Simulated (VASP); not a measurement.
Wanted: the native input for a VASP 6.6.1 run.

| Quantity | Value |
| --- | --- |
| Task | single point |
| Functional | PBE |
| Potentials or basis | VASP PAW PBE potentials, release 64 (Dy_3, Rh_pv, N), 4f in core |
| Cutoff | 600 eV |
| k mesh | 6 × 6 × 2 |
| Occupations | gaussian, width 0.1 eV |
| Spin | collinear spin, ferromagnetic start |
| Starting moments | [0.0, 1.0, 0.0, 0.0] μB |
| Dipole correction | no |
| Mended | yes |
| Further INCAR settings | ALGO = Normal; EDIFF = 1e-06; NBANDS = 29 |

The structure of DyRhN2 lies in POSCAR:

```
DyRhN2
1.0
    2.8726519529      0.0000000000      0.0000000000
    0.0000000000      2.8726519529      0.0000000000
    0.0000000000      0.0000000000      5.5948282555
Dy Rh N
1 1 2
Direct
    0.0000000000      0.0000000000      0.5000000000
    0.0000000000      0.0000000000      0.0000000000
    0.5000000000      0.5000000000      0.2336747126
    0.5000000000      0.5000000000      0.7663252874
```

The cell was built from a structure type or drawn by symmetry, and may not be a known phase.

These files were run (other wordings do the same):

INCAR

```
ALGO = Normal
EDIFF = 1E-6
ENCUT = 600
GGA = PE
GGA_COMPAT = F
ISIF = 2
ISMEAR = 0
ISPIN = 2
LASPH = T
LCHARG = F
LMAXMIX = 6
LORBIT = 11
LREAL = F
LWAVE = F
MAGMOM = 0 1 0 0
NBANDS = 29
NELM = 200
PREC = Accurate
SIGMA = 0.1
```

KPOINTS

```
k-points
0
Gamma
  6 6 2
```

Potentials or basis: VASP PAW PBE potentials, release 64 (Dy_3, Rh_pv, N), 4f in core.

Launch:

```sh
$ cat potpaw_PBE.64/Dy_3/POTCAR potpaw_PBE.64/Rh_pv/POTCAR potpaw_PBE.64/N/POTCAR > POTCAR
$ mpirun -np 1 vasp_std > vasp.out
```

It gave:

The pressure is 0.3 GPa. The largest force is 0.006 eV/Å and the band gap on the k mesh is zero (filled and empty bands overlap). The net moment is 0.00 μB per cell. The valence electrons inside the program's atomic spheres are Dy 8.84; Rh 13.53; N 3.54.

Caveat: the k points lie up to 0.56 Å⁻¹ apart, too coarse for converged energies and pressures of a metal; the magnetic or orbital state may not be the lowest; spin-orbit coupling is left out, which moves the levels of the heavy elements; the 4f electrons are frozen in the core, so they carry no moment and show no levels.

It took 49 s on 1 thread of Intel(R) Xeon(R) Platinum 8488C (Sapphire Rapids) (shared host), peak memory 0.23 GiB.
